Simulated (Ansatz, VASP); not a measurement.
**LuH2: VASP beside Ansatz**

```
Lu H
1.0
     0.00000    2.51650    2.51650
     2.51650    0.00000    2.51650
     2.51650    2.51650    0.00000
Lu H
1 2
Direct
  0.00000 0.00000 0.00000
  0.25000 0.25000 0.25000
  0.75000 0.75000 0.75000
```

Alike in both runs: task relaxation of cell and atoms; functional LDA; k mesh 7 × 7 × 7; occupations fermi-dirac, width 0.1 eV; no spin polarisation.

|  | VASP | Ansatz |
| --- | --- | --- |
| version | VASP 6.6.1 | Ansatz 0.2.0 |
| potentials or method | VASP PAW PBE potentials, release 64 (Lu, H) | plane waves, PAW |
| plane-wave cutoff (eV) | 600 | 420 |
| valence electrons in the cell | 27 | 27 |

```csv
,VASP,Ansatz,Ansatz less VASP
relaxed volume (Å³/atom),9.93,9.86,-0.067
relaxed cell length with the largest relative difference (Å),3.479,3.471,-0.0078
```

VASP's potentials were made for PBE, not for LDA. LDA's correlation is that of Perdew and Zunger in VASP and of Perdew and Wang (1992) in Ansatz.

Neither program's run includes spin-orbit coupling.
